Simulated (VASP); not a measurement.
# AlN (I4/mmm) in VASP: G0W0 quasiparticle levels with PBE

Aim: the G0W0 quasiparticle levels of AlN with PBE.

Program: VASP 6.6.1. These are calculated values, not measurements. Logs are shortened: lines on timing, memory, paths and dates and some standing lists are left out, and cuts for length are marked.

## Step 1: The cell of the first run

It takes space group I4/mmm (No. 139, tetragonal). Conventional cell: a = 2.969 Å, b = 2.969 Å, c = 3.926 Å, α = 90.00°, β = 90.00°, γ = 90.00°. Al (site symmetry 4/mmm) has 6 N at 1.96 to 2.10 Å within 2.6 Å. N (site symmetry 4/mmm) has 6 Al at 1.96 to 2.10 Å within 2.6 Å.

## Step 2: G0W0 quasiparticle levels, PBE

Input file POSCAR:

```
AlN
1.0
    0.0000000000      2.0996231902      1.9631719216
    2.0996231902      0.0000000000      1.9631719216
    2.0996231902      2.0996231902      0.0000000000
Al N
1 1
Direct
    0.0000000000      0.0000000000      0.0000000000
    0.5000000000      0.5000000000      0.5000000000
```

Input file INCAR.step1:

```
SYSTEM = AlN
ALGO = Normal ; EDIFF = 1E-8
ENCUT = 500 ; GGA = PE
ISMEAR = 0 ; LASPH = .TRUE.
LCHARG = .FALSE. ; LREAL = .FALSE.
LWAVE = .TRUE. ; NELM = 100
PREC = Accurate ; SIGMA = 0.01
```

Input file INCAR.step2:

```
SYSTEM = AlN
ALGO = Exact ; EDIFF = 1E-8
ENCUT = 500 ; GGA = PE
ISMEAR = 0 ; ISTART = 1
LASPH = .TRUE. ; LCHARG = .FALSE.
LOPTICS = .TRUE. ; LREAL = .FALSE.
LWAVE = .TRUE. ; NBANDS = 76
NELM = 1 ; PREC = Accurate
SIGMA = 0.01
```

Input file INCAR.step3:

```
SYSTEM = AlN
ALGO = EVGW0 ; EDIFF = 1E-8
ENCUT = 500 ; ENCUTGW = 150.0
GGA = PE ; ISMEAR = 0
ISTART = 1 ; LASPH = .TRUE.
LCHARG = .FALSE. ; LREAL = .FALSE.
LWAVE = .FALSE. ; NBANDS = 76
NBANDSGW = 12 ; NELMGW = 1
NOMEGA = 96 ; OMEGAMAX = 20
PREC = Accurate ; PRECFOCK = Fast
SIGMA = 0.01
```

Input file KPOINTS:

```
k-points
0
G
  6 6 6
  0 0 0
```

Potentials or basis: VASP PAW PBE potentials, release 64 (Al_GW, N_GW).

On the command line:

```bash
$ cat potpaw_PBE.64/Al_GW/POTCAR potpaw_PBE.64/N_GW/POTCAR > POTCAR
$ cp INCAR.step1 INCAR
$ mpirun -np 1 vasp_std > vasp.out
$ cp INCAR.step2 INCAR
$ mpirun -np 1 vasp_std > vasp.out
$ cp INCAR.step3 INCAR
$ mpirun -np 1 vasp_std > vasp.out
```

OUTCAR:

```text
SYSTEM = AlN
   EDIFF = 1E-8
   ENCUT = 500
   ENCUTGW = 150.0
   GGA = PE
   ISMEAR = 0
   ISTART = 1
   LASPH = .TRUE.
   LREAL = .FALSE.
   NELMGW = 1
   PREC = Accurate
   PRECFOCK = Fast

 ion  position               nearest neighbor table
   1  0.000  0.000  0.000-   2 1.96   2 1.96   2 2.10   2 2.10   2 2.10   2 2.10
   2  0.500  0.500  0.500-   1 1.96   1 1.96   1 2.10   1 2.10   1 2.10   1 2.10

  LATTYP: Found a body centered tetragonal cell.
 ALAT       =     2.9693155915
 C/A-ratio  =     1.3223060070

  Lattice vectors:

 A1 = (   0.0000000000,  -2.0996231902,  -1.9631719216)
 A2 = (   0.0000000000,   2.0996231902,  -1.9631719216)
 A3 = (   2.0996231902,   0.0000000000,   1.9631719216)

Analysis of symmetry for initial positions (statically):
=====================================================================
 Subroutine PRICEL returns:
 Original cell was already a primitive cell.

 Routine SETGRP: Setting up the symmetry group for a
 body centered tetragonal supercell.

 Subroutine GETGRP returns: Found 16 space group operations
 (whereof 16 operations were pure point group operations)
 out of a pool of 16 trial point group operations.

The static configuration has the point symmetry D_4h.

Analysis of symmetry for dynamics (positions and initial velocities):
=====================================================================
 Subroutine PRICEL returns:
 Original cell was already a primitive cell.

 Routine SETGRP: Setting up the symmetry group for a
 body centered tetragonal supercell.

 Subroutine GETGRP returns: Found 16 space group operations
 (whereof 16 operations were pure point group operations)
 out of a pool of 16 trial point group operations.

The dynamic configuration has the point symmetry D_4h.

 Subroutine INISYM returns: Found 16 space group operations
 (whereof 16 operations are pure point group operations),
 and found     1 'primitive' translations

----------------------------------------------------------------------------------------
[... 92 lines left out ...]
   NELM   =     60;   NELMIN=  2; NELMDL=  0     # of ELM steps
   EDIFF  = 0.1E-07   stopping-criterion for ELM
   LREAL  =      F    real-space projection
   EDIFFG = 0.1E-06   stopping-criterion for IOM
   NSW    =      0    number of steps for IOM
   IBRION =     -1    ionic relax: 0-MD 1-quasi-New 2-CG
   NFREE  =      0    steps in history (QN), initial steepest desc. (CG)
   ISIF   =      0    stress and relaxation
   ISYM   =      3    0-nonsym 1-usesym 2-fastsym
   POTIM  = 0.5000    time-step for ionic-motion
   TEBEG  =    0.0;   TEEND  =   0.0 temperature during run
   PSTRESS=    0.0 pullay stress
   NELECT =       8.0000    total number of electrons
   NUPDOWN=      -1.0000    fix difference up-down
   EMIN   =  10.00;   EMAX   =-10.00  energy-range for DOS
   EFERMI =   0.00;   METHOD = LEGACY
   ISMEAR =     0;   SIGMA  =   0.01  broadening in eV -4-tet -1-fermi 0-gaus
   EFERMI_NEDOS =   21; number of points for ismear=-14 and -15
   IALGO  =     38    algorithm
   IMIX   =      4    mixing-type and parameters
     AMIX     =   0.40;   BMIX     =  1.00
     AMIX_MAG =   1.60;   BMIX_MAG =  1.00
  volume/ion in A,a.u.               =       8.65        58.40
  Fermi-wavevector in a.u.,A,eV,Ry     =   1.265750  2.391920 21.798195  1.602122
  Thomas-Fermi vector in A             =   2.398986
   LORBIT       =      0    0 simple, 1 ext, 2 COOP (PROOUT), +10 PAW based schemes
   GGA     = PE    functional components
   LHFCALC =     T    Hartree Fock is set to
   PRECFOCK=fast      Normal, Fast or Accurate (Low or Medium for compatibility)
   ENCUT4O =  -1.0   cutoff for four orbital integrals eV
   NKREDX  =     1    reduce k-point grid by
   NKREDY  =     1    reduce k-point grid by
   NKREDZ  =     1    reduce k-point grid by
   AEXX    =    1.0000 exact exchange contribution
   HFSCREEN=    0.0000 screening length (either q_TF or 0.3 A-1)
   HFSCREENC=   0.0000 screening length for correlation (either q_TF or 0.3 A-1)
   ENCUTFOCK=  -1.0 apply spherical cutoff to Coloumb kernel
   IVDW    =     0    specifies the selected vdW correction
   LEPSILON=     F    determine dielectric tensor
   LRPA    =     F    only Hartree local field effects (RPA)
   LRPAFORCE           =     F    calculate RPA forces
   ENCUTGW             = 150.0    cutoff for response function in eV
   ENCUTGWSOFT         = 120.0    soft cutoff for Coulomb kernel in GW response function in eV
   ENCUTLF             =  -1.0    cutoff for local field effects
   NELMGW              =     1    number of iterations in solving QP/BSE equation
   NELMHF              =     1    number of iterations in the inner HF iteration
   NKREDLFX            =     1    NKREDLFY  =   1   NKREDLFZ  =   1
 non-spin polarized calculation
 Gauss-broadening in eV      SIGMA  =   0.01
  energy-cutoff  :      500.00
  volume of cell :       17.31
 maximum number of plane-waves:       455
 NGX is ok and might be reduce to    24
  NGX = 14; NGY = 14; NGZ = 14
   NGX = 11   NGY = 11   NGZ = 11
 maximum number of plane-waves:        76
 NGX is ok and might be reduce to    14

 QP shifts <psi_nk| G(iteration)W_0 |psi_nk>: iteration 1
 for sc-GW calculations column KS-energies equals QP-energies in previous step
 and V_xc(KS)=  KS-energies - (<T + V_ion + V_H > + <T+V_H+V_ion>^1  + <V_x>^1)

 k-point   1 :       0.0000    0.0000    0.0000
  band No.  KS-energies  QP-energies   sigma(KS)   V_xc(KS)     V^pw_x(r,r')   Z            occupation Imag(sigma)

      1      -9.0131     -10.5176     -16.6418     -14.5938     -24.7437       0.7346       2.0000       1.2774
      2       7.7710       7.0520     -18.1719     -17.2625     -21.1502       0.7907       2.0000       0.0350
      3       8.3010       7.6552     -18.0863     -17.2720     -20.7735       0.7932       2.0000       0.0321
      4       8.3010       7.6552     -18.0863     -17.2720     -20.7735       0.7932       2.0000       0.0321
      5      13.1061      14.0718     -13.1926     -14.3862      -8.9579       0.8091       0.0000      -0.0469
      6      19.9133      20.7115      -9.6617     -10.6372      -4.5350       0.8183       0.0000      -0.0648
      7      19.9133      20.7115      -9.6617     -10.6372      -4.5350       0.8183       0.0000      -0.0648
      8      20.7687      21.5106      -9.4110     -10.3273      -4.1162       0.8096       0.0000      -0.0777
      9      24.5127      25.4833     -10.0227     -11.2346      -4.4055       0.8008       0.0000      -0.1473
     10      25.2218      25.4295      -9.1183      -9.3928      -2.5637       0.7564       0.0000      -0.2954
     11      25.2754      26.1306      -9.6878     -10.8093      -2.7694       0.7626       0.0000      -0.3592
     12      25.2754      26.1306      -9.6878     -10.8093      -2.7694       0.7626       0.0000      -0.3592
[... 356 lines left out ...]
      1      -5.4830      -6.7091     -18.0813     -16.4269     -25.7785       0.7411       2.0000       0.9164
      2       1.6619       0.4901     -15.2518     -13.6870     -19.4133       0.7488       2.0000       0.0854
      3       4.2660       3.2156     -15.9527     -14.6027     -19.3735       0.7781       2.0000       0.0504
      4       6.0084       5.0851     -16.9067     -15.7307     -20.0471       0.7851       2.0000       0.0394
      5      13.6866      14.4897     -10.1870     -11.1569      -5.7832       0.8279       0.0000      -0.0463
      6      15.8704      16.7054     -11.0161     -12.0344      -6.3964       0.8200       0.0000      -0.0521
      7      20.1626      21.4331     -13.4311     -15.0949      -7.4351       0.7636       0.0000      -0.0987
      8      22.7561      23.8282     -11.2683     -12.6712      -4.8801       0.7642       0.0000      -0.1791
      9      24.7984      25.8819     -11.8655     -13.2958      -5.0371       0.7576       0.0000      -0.2804
     10      30.7881      31.6758     -10.3355     -11.4723      -3.2458       0.7808       0.0000      -0.6841
     11      31.7927      32.7259      -9.8925     -11.0660      -2.9048       0.7953       0.0000      -0.7447
     12      33.7977      34.6470      -9.6080     -10.6941      -2.2952       0.7820       0.0000      -0.9129

 [... further k-points ...]
```

OUTCAR.step1:

```text
SYSTEM = AlN
   EDIFF = 1E-8
   ENCUT = 500
   GGA = PE
   ISMEAR = 0
   LASPH = .TRUE.
   LREAL = .FALSE.
[... 486 lines left out ...]
      0.00000      0.00000      0.00000        -0.000000      0.000000      0.000000
      2.09962      2.09962      1.96317         0.000000     -0.000000     -0.000000
 -----------------------------------------------------------------------------------
    total drift:                               -0.000000     -0.000000      0.000000

  FREE ENERGIE OF THE ION-ELECTRON SYSTEM (eV)
  ---------------------------------------------------
  free  energy   TOTEN  =       -14.5286652708 eV

  energy  without entropy=      -14.5286652708  energy(sigma->0) =      -14.52866527
```

Run time: 8.9 min. Hardware: 1 thread of Intel Xeon Platinum 8375C at 2.90GHz (Ice Lake), shared host; peak memory 0.37 GiB.

What came out:

```
Quasiparticle gap                                   : 5.15 eV
Least direct quasiparticle gap                      : 6.42 eV
Band gap of the starting levels on the mesh         : 3.71 eV
Least direct gap of the starting levels on the mesh : 4.81 eV
```

Caveat: the k points lie up to 0.44 Å⁻¹ apart; bands, screening cutoff and mesh are small and nothing is extrapolated, so the quasiparticle values aren't converged; the structure was generated, so it needn't be the stable form of AlN.
